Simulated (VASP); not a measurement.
# ZnRe (P-6m2) in VASP: further runs, part 2 of 2

VASP 6.6.1. Earlier steps stand in the parts before.

## 3. Single point, PBE

The input, INCAR:

```
SYSTEM = ZnRe
  PREC = Accurate
  ENCUT = 560
  EDIFF = 1E-6
  ISMEAR = -1
  SIGMA = 0.05
  LREAL = .False.
  LASPH = .True.
  NELM = 120
  ALGO = Normal
  ISIF = 2
  LWAVE = .False.
  LCHARG = .False.
  GGA = PE
  NBANDS = 20
  GGA_COMPAT = .False.
```

The input, KPOINTS:

```
Automatic mesh
0
Gamma
  11 11 6
  0 0 0
```

The input, POSCAR:

```
ZnRe
1.0
    2.7482183437      0.0000000000      0.0000000000
   -1.3741091718      2.3800269008      0.0000000000
    0.0000000000      0.0000000000      4.4940660000
Re Zn
1 1
Direct
    0.3333333333      0.6666666667      0.5000000000
    0.0000000000      0.0000000000      0.0000000000
```

Potentials or basis: VASP PAW PBE potentials, release 64 (Re_sv_GW, Zn).

Started as:

```
> cat potpaw_PBE.64/Re_sv_GW/POTCAR potpaw_PBE.64/Zn/POTCAR > POTCAR
> mpirun -np 1 vasp_std > vasp.out
```

Run time: 35 s. Hardware: 1 thread of Intel Xeon Platinum 8259CL at 2.50GHz (Skylake/Cascade Lake), shared host; peak memory 0.19 GiB.

The run converged. Its results:

```
Free energy            : -14.6796 eV
Pressure               : -1.9 GPa
Band gap on the k mesh : zero (an odd number of electrons rules out a gap without spin polarisation)
```

Levels at points of the mesh, in eV from the Fermi level:
```tsv
k point	band 11	band 12	band 13	band 14	band 15	band 16	band 17	band 18
(0.00, 0.00, 0.00)	-5.01	-1.57	-1.22	-1.22	1.73	1.73	4.74	14.01
(0.00, 0.00, 0.50)	-6.94	-3.12	-1.14	-1.14	1.66	1.66	9.37	13.77
```

Caveat: spin-orbit coupling is left out, which moves the levels of the heavy elements.

## 4. Single point, PBE

The input, INCAR:

```
SYSTEM = ZnRe
  ALGO = Normal
  EDIFF = 1E-6
  ENCUT = 560
  GGA = PE
  GGA_COMPAT = .FALSE.
  ISIF = 2
  ISMEAR = 1
  LASPH = .TRUE.
  LCHARG = .TRUE.
  LELF = .TRUE.
  LREAL = .FALSE.
  LVHAR = .TRUE.
  LWAVE = .FALSE.
  NBANDS = 20
  NELM = 120
  PREC = Accurate
  SIGMA = 0.05
```

The input, KPOINTS:

```
k-points
0
G
  10 10 5
  0 0 0
```

POSCAR is that of step 3.

Started as:

```
> cat potpaw_PBE.64/Re_sv_GW/POTCAR potpaw_PBE.64/Zn/POTCAR > POTCAR
> mpirun -np 1 vasp_std > vasp.out
```

Wall time 16 s (1 thread of Intel Xeon Platinum 8488C (Sapphire Rapids), shared host); peak memory 0.17 GiB.

It converged, with:

* Free energy: -14.6608 eV
* Pressure: -2.1 GPa
* Band gap on the k mesh: zero (an odd number of electrons rules out a gap without spin polarisation)

Stress tensor (GPa, compression positive):
```
-1.94  0.00  0.00
 0.00 -1.94  0.00
 0.00  0.00 -2.39
```

Levels at points of the mesh, in eV from the Fermi level:
| k point | band 11 | band 12 | band 13 | band 14 | band 15 | band 16 | band 17 | band 18 |
| --- | --- | --- | --- | --- | --- | --- | --- | --- |
| (0.00, 0.00, 0.00) | -5.06 | -1.59 | -1.28 | -1.28 | 1.69 | 1.69 | 4.71 | 13.95 |
| (0.50, 0.00, 0.00) | -4.01 | -3.30 | -1.68 | 0.73 | 4.15 | 4.94 | 6.27 | 6.58 |

Caveat: spin-orbit coupling is left out, which moves the levels of the heavy elements.

## 5. Single point, PBE

The input, INCAR:

```
  PREC = Accurate
  ENCUT = 560
  EDIFF = 1E-6
  ISMEAR = 1
  SIGMA = 0.05
  LREAL = False
  LASPH = True
  NELM = 120
  ALGO = Normal
  ISIF = 2
  LWAVE = False
  LCHARG = False
  GGA = PE
  NBANDS = 20
  GGA_COMPAT = False
```

The input, KPOINTS:

```
regular mesh
0
Gamma
  12 12 7
```

POSCAR is that of step 4.

Potentials or basis: VASP PAW PBE potentials, release 64 (Re_sv_GW, Zn).

Started as:

```
> cat potpaw_PBE.64/Re_sv_GW/POTCAR potpaw_PBE.64/Zn/POTCAR > POTCAR
> mpirun -np 1 vasp_std > vasp.out
```

OUTCAR:

```text
PREC = Accurate
   ENCUT = 560
   EDIFF = 1E-6
   ISMEAR = 1
   LREAL = False
   LASPH = True
   NELM = 120
   ISIF = 2
   GGA = PE

 ion  position               nearest neighbor table
   1  0.333  0.667  0.500-   2 2.75   2 2.75   2 2.75   2 2.75   2 2.75   2 2.75
   2  0.000  0.000  0.000-   1 2.75   1 2.75   1 2.75   1 2.75   1 2.75   1 2.75

  LATTYP: Found a hexagonal cell.
 ALAT       =     2.7482183437
 C/A-ratio  =     1.6352652657

  Lattice vectors:

[... 739 lines left out ...]

------------------------ aborting loop because EDIFF is reached ----------------------------------------

  FORCE on cell =-STRESS in cart. coord.  units (eV):
  Direction    XX          YY          ZZ          XY          YZ          ZX
  --------------------------------------------------------------------------------------
  -------------------------------------------------------------------------------------
  Total       -0.4158445     -0.4158445     -0.2878340     -0.0000000      0.0000000     -0.0000000
  in kB      -22.6656933    -22.6656933    -15.6884508     -0.0000000      0.0000000     -0.0000000
  external PRESSURE =     -20.3399458 kB  Pullay stress =       0.0000000 kB

 VOLUME and BASIS-vectors are now :
 -----------------------------------------------------------------------------
  energy-cutoff  :      560.00
  volume of cell :       29.39
      direct lattice vectors                 reciprocal lattice vectors
     2.748218344  0.000000000  0.000000000     0.363872107  0.210081659  0.000000000
    -1.374109172  2.380026901  0.000000000     0.000000000  0.420163318  0.000000000
     0.000000000  0.000000000  4.494066000     0.000000000  0.000000000  0.222515646

 POSITION                                       TOTAL-FORCE (eV/Angst)
 -----------------------------------------------------------------------------------
     -0.00000      1.58668      2.24703         0.000000     -0.000000      0.000000
      0.00000      0.00000      0.00000        -0.000000      0.000000      0.000000
 -----------------------------------------------------------------------------------
    total drift:                                0.000001     -0.000000     -0.000000

  FREE ENERGIE OF THE ION-ELECTRON SYSTEM (eV)
  ---------------------------------------------------
  free  energy   TOTEN  =       -14.6876280482 eV

  energy  without entropy=      -14.6879289340  energy(sigma->0) =      -14.68772834
```

OSZICAR:

```text
N       E                     dE             d eps       ncg     rms          rms(c)
DAV:   1     0.317602825854E+03    0.31760E+03   -0.16043E+04  3152   0.196E+03
DAV:   2     0.841670215262E+01   -0.30919E+03   -0.29927E+03  3252   0.488E+02
DAV:   3    -0.156172559435E+02   -0.24034E+02   -0.23665E+02  3516   0.136E+02
DAV:   4    -0.160853368381E+02   -0.46808E+00   -0.46725E+00  3416   0.179E+01
DAV:   5    -0.160954349789E+02   -0.10098E-01   -0.10098E-01  3508   0.221E+00    0.955E+01
DAV:   6    -0.148162788102E+02    0.12792E+01   -0.35325E+00  3360   0.145E+01    0.594E+01
DAV:   7    -0.147261765247E+02    0.90102E-01   -0.94075E-01  3912   0.165E+01    0.141E+01
DAV:   8    -0.146887606842E+02    0.37416E-01   -0.21985E-01  3504   0.943E+00    0.280E+00
DAV:   9    -0.146879507608E+02    0.80992E-03   -0.14390E-02  4152   0.172E+00    0.161E+00
DAV:  10    -0.146877664069E+02    0.18435E-03   -0.16765E-03  3892   0.485E-01    0.142E+00
DAV:  11    -0.146876265020E+02    0.13990E-03   -0.47484E-04  3728   0.226E-01    0.210E-01
DAV:  12    -0.146876280312E+02   -0.15293E-05   -0.17065E-05  3480   0.369E-02    0.118E-01
DAV:  13    -0.146876280482E+02   -0.17001E-07   -0.63011E-07  2068   0.143E-02
   1 F= -.14687628E+02 E0= -.14687728E+02  d E =0.300886E-03
```

Run time: 22 s. Hardware: 1 thread of Intel Xeon Platinum 8488C (Sapphire Rapids), shared host; peak memory 0.2 GiB.

What came out:

```
Free energy            : -14.6876 eV
Pressure               : -2.0 GPa
Band gap on the k mesh : zero (an odd number of electrons rules out a gap without spin polarisation)
```

Stress tensor (GPa, compression positive):
```
-2.27  0.00  0.00
 0.00 -2.27  0.00
 0.00  0.00 -1.57
```

Levels at points of the mesh, in eV from the Fermi level:
| k point | band 10 | band 11 | band 12 | band 13 | band 14 | band 15 | band 16 | band 17 | band 18 | band 19 |
| --- | --- | --- | --- | --- | --- | --- | --- | --- | --- | --- |
| (0.00, 0.00, 0.00) | -6.80 | -4.91 | -1.45 | -1.13 | -1.13 | 1.83 | 1.83 | 4.86 | 14.11 | 17.19 |
| (0.50, 0.00, 0.00) | -5.26 | -3.87 | -3.15 | -1.53 | 0.87 | 4.30 | 5.08 | 6.42 | 6.73 | 9.94 |

Caveat: spin-orbit coupling is left out, which moves the levels of the heavy elements.

## 6. The runs side by side

```tsv
k mesh	smearing	gap on the mesh (eV)	pressure (GPa)
8 × 8 × 4	methfessel-paxton 0.05 eV	none	-1.7
11 × 11 × 6	fermi-dirac 0.05 eV	none	-1.9
10 × 10 × 5	methfessel-paxton 0.05 eV	none	-2.1
12 × 12 × 7	methfessel-paxton 0.05 eV	none	-2.0
```

Alike in all rows: task single point; level PBE; potentials or basis VASP PAW PBE potentials, release 64 (Re_sv_GW, Zn); no spin polarisation; cell as given; cutoff (eV) 560.

Caveats: spin-orbit coupling is left out, which moves the levels of the heavy elements.

Total energies depend on the potentials used, so only differences within one code and one set of settings carry meaning.
